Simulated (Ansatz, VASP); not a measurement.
# Two plane-wave programs on SiC3

The input INCAR:

```
SYSTEM = SiC3
ALGO = Normal
EDIFF = 1E-7
EDIFFG = -0.04
ENCUT = 600
GGA = PE
IBRION = 2
ISIF = 3
ISMEAR = 0
LASPH = .TRUE.
LCHARG = .FALSE.
LREAL = .FALSE.
LWAVE = .FALSE.
NELM = 80
NSW = 90
PREC = Accurate
SIGMA = 0.1
```

Contents of KPOINTS:

```
k-points
0
G
  6 6 2
  0 0 0
```

POSCAR

```
SiC3
1.0
    2.6566235900      0.0000000000      0.0000000000
   -1.3283118000      2.3007035200      0.0000000000
    0.0000000000      0.0000000000      8.7757671300
Si C
1 3
Direct
    0.6666666700      0.3333333300      0.5000000000
    0.3333333300      0.6666666700      0.7500000000
    0.3333333300      0.6666666700      0.2500000000
    0.6666666700      0.3333333300      0.0000000000
```

Input for Ansatz:

```yaml
crystal:
  lattice:
    - [2.65662359, 0.0, 0.0]
    - [-1.3283118, 2.30070352, 0.0]
    - [0.0, 0.0, 8.77576713]
  atoms:
    - { symbol: Si, position: [0.66666667, 0.33333333, 0.5] }
    - { symbol: C, position: [0.33333333, 0.66666667, 0.75] }
    - { symbol: C, position: [0.33333333, 0.66666667, 0.25] }
    - { symbol: C, position: [0.66666667, 0.33333333, 0.0] }
basis:
  ecutwfc: 420
kpoints:
  mp_grid: { grid: [6, 6, 2] }
hamiltonian:
  xc: pbe
scf:
  occupations: { method: gaussian, width: 0.1 }
  lower_state_search: "off"
output:
  forces: true
  stress: true
  eigenvalues: true
relax:
  adjacent_minimum: "off"
  f_tol: 0.04
  max_steps: 70
  cell: { stress_tol: 0.4 }
```

Alike in both runs: task relaxation of cell and atoms; functional PBE; k mesh 6 × 6 × 2; occupations gaussian, width 0.1 eV; no spin polarisation.

```csv
,VASP,Ansatz
version,VASP 6.6.1,Ansatz 0.2.0
potentials or method,"VASP PAW PBE potentials, release 64 (Si, C), cutoff 600 eV","scalar-relativistic, plane waves, PAW"
valence electrons in the cell,16,16
```

|  | VASP | Ansatz | Ansatz less VASP |
| --- | --- | --- | --- |
| gap on the k mesh at the Fermi level, each at its own relaxed structure (eV) | none | none | - |
| relaxed volume (Å³/atom) | 7.57 | 8.99 | +1.418 |
| relaxed length of the cell vector where the two differ most in proportion (Å) | 4.699 | 6.556 | +1.8567 |

A gap of «none» marks a metal or a gap that the smearing closes. One of these differences is far larger than is usual between the two programs; its cause wasn't traced.

The k mesh is coarse, so the values compare programs but aren't converged. Noted on VASP's run: the volume moved by over 15 % at a fixed basis, so the end points are rough.
